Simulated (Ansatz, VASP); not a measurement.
**SiNi2 in VASP and in Ansatz**

```
Si Ni
1.0
     3.91130    0.00000    0.00000
    -1.95565    3.38728    0.00000
     0.00000    0.00000    4.99195
Si Ni
2 4
Direct
  0.33333 0.66667 0.75000
  0.66667 0.33333 0.25000
  0.00000 0.00000 0.00000
  0.00000 0.00000 0.50000
  0.33333 0.66667 0.25000
  0.66667 0.33333 0.75000
```

Alike in both runs: functional PBE; k mesh 12 × 12 × 8; occupations gaussian, width 0.1 eV; no spin polarisation.

Ansatz relaxed the structure, and its values are those at the end. VASP's run is a single point on that final structure, the one shown.

```csv
,VASP,Ansatz
version,VASP 6.6.1,Ansatz 0.2.0
potentials or method,"VASP PAW PBE potentials, release 64 (Si, Ni), cutoff 520 eV","scalar-relativistic, plane waves, PAW"
valence electrons in the cell,48,80
```

```csv
,VASP,Ansatz,Ansatz less VASP
gap on the k mesh at the Fermi level (eV),none,none,-
pressure (GPa),0.2,0.0,-0.13
```

A gap of «none» marks a metal or a gap that the smearing closes. VASP's potentials hold 48 valence electrons a cell and Ansatz's 80, so a difference there can come from the potentials and not from the codes.
